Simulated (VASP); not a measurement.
Write the native input for VASP 6.6.1 that does the following.

```yaml
Task: single point
Functional: PBE
Potentials_or_basis: VASP PAW PBE potentials, release 64 (Rh_pv)
Cutoff: 520 eV
k_mesh: 22 × 22 × 22
Occupations: gaussian, width 0.15 eV
Spin: no spin polarisation
Dipole_correction: no
Further_INCAR_settings: ALGO = Fast; EDIFF = 1e-06; NBANDS = 14
```

The structure of Rh lies in POSCAR:

```
Rh
1.0
    0.0000000000      1.9015500000      1.9300732500
    1.9015500000      0.0000000000      1.9300732500
    1.9015500000      1.9015500000      0.0000000000
Rh
1
Direct
    0.0000000000      0.0000000000      0.0000000000
```

This cell differs from its parent crystal: strain +0.000 along x and y, +0.015 along z.

One way to write it, as run:

INCAR

```
ALGO = Fast ; EDIFF = 1E-6
ENCUT = 520 ; GGA = PE
ISIF = 2 ; ISMEAR = 0
LASPH = True ; LCHARG = False
LREAL = False ; LWAVE = False
NBANDS = 14 ; NELM = 60
PREC = Accurate ; SIGMA = 0.15
```

KPOINTS

```
k-points
0
Gamma
  22 22 22
```

Potentials or basis: VASP PAW PBE potentials, release 64 (Rh_pv).

Command:

```console
$ cat potpaw_PBE.64/Rh_pv/POTCAR > POTCAR
$ mpirun -np 1 vasp_std > vasp.out
```

Results of the run:

```json
{
 "Pressure": "1.8 GPa"
}
```

Caveat: the cell differs from its parent crystal (strain +0.000 along x and y, +0.015 along z).

Wall time 6.7 min on 1 thread of AMD EPYC 7571, with other jobs on the host, peak memory 0.22 GiB.
